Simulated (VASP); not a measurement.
# Rh (P6_3/mmc) in VASP: further runs, part 2 of 2

VASP 6.6.1.

### 3 Single point, r2SCAN (uniaxial strain along c: -4.0 %)

The input, POSCAR:

```
Rh
1.0
    2.7306796145      0.0000000000      0.0000000000
   -1.3653398072      2.3648379157      0.0000000000
    0.0000000000      0.0000000000      4.1746725322
Rh
2
Direct
    0.6666666658      0.3333333342      0.7500000000
    0.3333333342      0.6666666658      0.2500000000
```

The input, INCAR.step1:

```
ALGO = Normal
EDIFF = 1E-4
ENCUT = 520
GGA = PE
ISMEAR = 0
LASPH = True
LCHARG = False
LREAL = False
LWAVE = True
NBANDS = 22
NELM = 60
PREC = Accurate
SIGMA = 0.1
```

The input, INCAR.step2:

```
ALGO = Normal
EDIFF = 1E-6
ENCUT = 520
ISIF = 2
ISMEAR = 0
ISTART = 1
LASPH = True
LCHARG = False
LMIXTAU = True
LREAL = False
LWAVE = False
METAGGA = R2SCAN
NBANDS = 22
NELM = 60
PREC = Accurate
SIGMA = 0.1
```

The input, KPOINTS:

```
k-points
0
Gamma
  24 24 12
```

Potentials or basis: VASP PAW PBE potentials, release 64 (Rh_pv).

Launch:

```console
$ cat potpaw_PBE.64/Rh_pv/POTCAR > POTCAR
$ cp INCAR.step1 INCAR
$ mpirun -np 1 vasp_std > vasp.out
$ cp INCAR.step2 INCAR
$ mpirun -np 1 vasp_std > vasp.out
```

OUTCAR:

```text
EDIFF = 1E-6
   ENCUT = 520
   ISIF = 2
   ISMEAR = 0
   ISTART = 1
   LASPH = True
   LREAL = False
   METAGGA = R2SCAN
   NELM = 60
   PREC = Accurate

 ion  position               nearest neighbor table
   1  0.667  0.333  0.750-   2 2.62   2 2.62   2 2.62   2 2.62   2 2.62   2 2.62
   2  0.333  0.667  0.250-   1 2.62   1 2.62   1 2.62   1 2.62   1 2.62   1 2.62

  LATTYP: Found a hexagonal cell.
 ALAT       =     2.7306796145
 C/A-ratio  =     1.5288034927

  Lattice vectors:

 A1 = (   2.7306796145,   0.0000000000,   0.0000000000)
 A2 = (  -1.3653398072,   2.3648379157,   0.0000000000)
 A3 = (   0.0000000000,   0.0000000000,   4.1746725322)

Analysis of symmetry for initial positions (statically):
=====================================================================
 Subroutine PRICEL returns:
 Original cell was already a primitive cell.

 Routine SETGRP: Setting up the symmetry group for a
 hexagonal supercell.

 Subroutine GETGRP returns: Found 24 space group operations
 (whereof 12 operations were pure point group operations)
 out of a pool of 24 trial point group operations.

The static configuration has the point symmetry D_3d.
[... 160 lines left out ...]

  energy without entropy =      -48.11025195  energy(sigma->0) =      -48.11833485

 E-fermi :  12.2415     XC(G=0): -15.3496

 val. band max:       12.2400829762   @ k =   0.3750   0.1667   0.3333
 cond. band min:      12.2435448914   @ k =   0.2917   0.2917   0.1667
 fundamental gap:      0.0034619152
 Fermi energy:        12.2414865127

 k-point     1 :       0.0000    0.0000    0.0000
  band No.  band energies     occupation
      1     -36.6698      2.00000
      2     -35.8594      2.00000
      3     -35.8594      2.00000
      4     -35.6937      2.00000
      5     -35.6937      2.00000
      6     -35.6924      2.00000
[... 589 lines left out ...]
     21      25.1963      0.00000
     22      27.5514      0.00000

 [... further k-points ...]

------------------------ aborting loop because EDIFF is reached ----------------------------------------

  FORCE on cell =-STRESS in cart. coord.  units (eV):
  Direction    XX          YY          ZZ          XY          YZ          ZX
  --------------------------------------------------------------------------------------
  -------------------------------------------------------------------------------------
  Total        0.6030759      0.6030759      3.2327470      0.0000000     -0.0000000      0.0000000
  in kB       35.8416499     35.8416499    192.1267133      0.0000000     -0.0000000      0.0000000
  external PRESSURE =      87.9366710 kB  Pullay stress =       0.0000000 kB

 VOLUME and BASIS-vectors are now :
 -----------------------------------------------------------------------------
  energy-cutoff  :      520.00
  volume of cell :       26.96
      direct lattice vectors                 reciprocal lattice vectors
     2.730679615  0.000000000  0.000000000     0.366209201  0.211430981  0.000000000
    -1.365339807  2.364837916  0.000000000     0.000000000  0.422861962  0.000000000
     0.000000000  0.000000000  4.174672532     0.000000000  0.000000000  0.239539746

 POSITION                                       TOTAL-FORCE (eV/Angst)
 -----------------------------------------------------------------------------------
      1.36534      0.78828      3.13100        -0.000000     -0.000000      0.000000
      0.00000      1.57656      1.04367         0.000000      0.000000      0.000000
 -----------------------------------------------------------------------------------
    total drift:                                0.000001     -0.000000      0.000001

  FREE ENERGIE OF THE ION-ELECTRON SYSTEM (eV)
  ---------------------------------------------------
  free  energy   TOTEN  =       -48.1264177526 eV

  energy  without entropy=      -48.1102519535  energy(sigma->0) =      -48.11833485
```

OUTCAR.step1:

```text
EDIFF = 1E-4
   ENCUT = 520
   GGA = PE
   ISMEAR = 0
   LASPH = True
[... 823 lines left out ...]
 -----------------------------------------------------------------------------------
      1.36534      0.78828      3.13100         0.000000     -0.000000      0.000000
      0.00000      1.57656      1.04367        -0.000000      0.000000      0.000000
 -----------------------------------------------------------------------------------
    total drift:                                0.000001     -0.000000      0.000001

  FREE ENERGIE OF THE ION-ELECTRON SYSTEM (eV)
  ---------------------------------------------------
  free  energy   TOTEN  =       -14.3498895336 eV

  energy  without entropy=      -14.3330590248  energy(sigma->0) =      -14.34147428
```

OSZICAR.step1:

```text
N       E                     dE             d eps       ncg     rms          rms(c)
DAV:   1     0.327789864386E+03    0.32779E+03   -0.19054E+04 18852   0.160E+03
DAV:   2    -0.807907080377E+01   -0.33587E+03   -0.32399E+03 19502   0.476E+02
DAV:   3    -0.152468834430E+02   -0.71678E+01   -0.71309E+01 22010   0.784E+01
DAV:   4    -0.152942589484E+02   -0.47376E-01   -0.47371E-01 20968   0.641E+00
DAV:   5    -0.152950037905E+02   -0.74484E-03   -0.74484E-03 22126   0.831E-01    0.155E+01
DAV:   6    -0.143936599400E+02    0.90134E+00   -0.19893E+00 20942   0.153E+01    0.570E+00
DAV:   7    -0.143562588234E+02    0.37401E-01   -0.58993E-02 21644   0.227E+00    0.240E+00
DAV:   8    -0.143502603352E+02    0.59985E-02   -0.94693E-03 19640   0.110E+00    0.385E-01
DAV:   9    -0.143498755375E+02    0.38480E-03   -0.34078E-04 20662   0.220E-01    0.410E-02
DAV:  10    -0.143498895336E+02   -0.13996E-04   -0.95669E-06 10594   0.318E-02
   1 F= -.14349890E+02 E0= -.14341474E+02  d E =-.168305E-01
```

Wall time 14 min (1 thread of Intel Xeon 8259CL, shared host); peak memory 0.3 GiB.

What came out:

```yaml
Free_energy: -48.1264 eV
Pressure: 8.8 GPa
Band_gap_on_the_k_mesh: zero (bands 15 and 16 overlap by 2.37 eV)
```

Stress tensor (GPa, compression positive):
```
 3.58  0.00  0.00
 0.00  3.58  0.00
 0.00  0.00 19.21
```

Caveat: the cell differs from its parent crystal (uniaxial strain along c: -4.0 %); the stress differs along the axes, from 4 to 19 GPa; the PAW data sets were made with another functional, which shifts forces and pressure a little.
